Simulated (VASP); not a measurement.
The system is AlSn.

```xyz
2
Lattice="4.1414 0.0000 0.0000 -2.0707 3.5865 0.0000 0.0000 0.0000 3.2622" Properties=species:S:1:pos:R:3 pbc="T T T"
Sn    0.0000    2.3910    1.6311
Al    0.0000    0.0000    0.0000
```

Base run:

- Program: VASP 6.6.1
- Functional: PBE
- Potentials or basis: VASP PAW PBE potentials, release 64 (Sn_d, Al)
- Cutoff: 520 eV
- k mesh: 7 × 7 × 8
- Occupations: fermi-dirac, width 0.05 eV
- Spin: no spin polarisation

Its results: pressure 2.5 GPa.

Q: The run is repeated on the same cell with these changes: functional from PBE to PBE0; k mesh from 7 × 7 × 8 to 4 × 4 × 6. What comes out?

A: Pressure 0.7 GPa.

Several settings changed at once, so the effect can't be laid on one alone.

Caveats: some runs use coarse meshes; the PAW data sets were made with another functional, which shifts forces and pressure a little (some runs).
